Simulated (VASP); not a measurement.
Write the native input for VASP 6.6.1 that does the following.

```
Task                   : single point
Functional             : LDA
Potentials or basis    : VASP PAW LDA potentials, release 64 (Pb_d)
Cutoff                 : 500 eV
k mesh                 : 6 × 6 × 4
Occupations            : gaussian, width 0.1 eV
Spin                   : no spin polarisation
Dipole correction      : no
Further INCAR settings : ALGO = Normal; EDIFF = 1e-06; NBANDS = 21
```

The structure of Pb lies in POSCAR:

```
Pb
1.0
    3.0386068135     -1.7503199600      0.0000000000
    3.0386068135      1.7503199600      0.0000000000
   -2.1154626375      0.0000000000      6.0952248674
Pb
2
Direct
    0.0914915900      0.0914915900      0.2737078000
    0.9085084100      0.9085084100      0.7262922000
```

One way to write it, as run:

INCAR

```
SYSTEM = Pb
PREC = Accurate
ENCUT = 500
EDIFF = 1E-6
ISMEAR = 0
SIGMA = 0.1
LREAL = .FALSE.
LASPH = .TRUE.
NELM = 120
ALGO = Normal
ISIF = 2
LWAVE = .FALSE.
LCHARG = .TRUE.
LELF = .TRUE.
LVHAR = .TRUE.
NBANDS = 21
GGA_COMPAT = .FALSE.
```

KPOINTS

```
Automatic mesh
0
G
  6 6 4
  0 0 0
```

Potentials or basis: VASP PAW LDA potentials, release 64 (Pb_d).

Launch:

```console
$ cat potpaw_LDA.64/Pb_d/POTCAR > POTCAR
$ mpirun -np 1 vasp_std > vasp.out
```

It gave:

The pressure is -2.7 GPa, the largest force is 0.089 eV/Å and the band gap on the k mesh is zero (bands 14 and 15 overlap by 7.56 eV).

Caveat: spin-orbit coupling is left out, which moves the levels of the heavy elements.

It took 53 s on 1 thread of Intel Xeon 8259CL (shared host), peak memory 0.18 GiB.
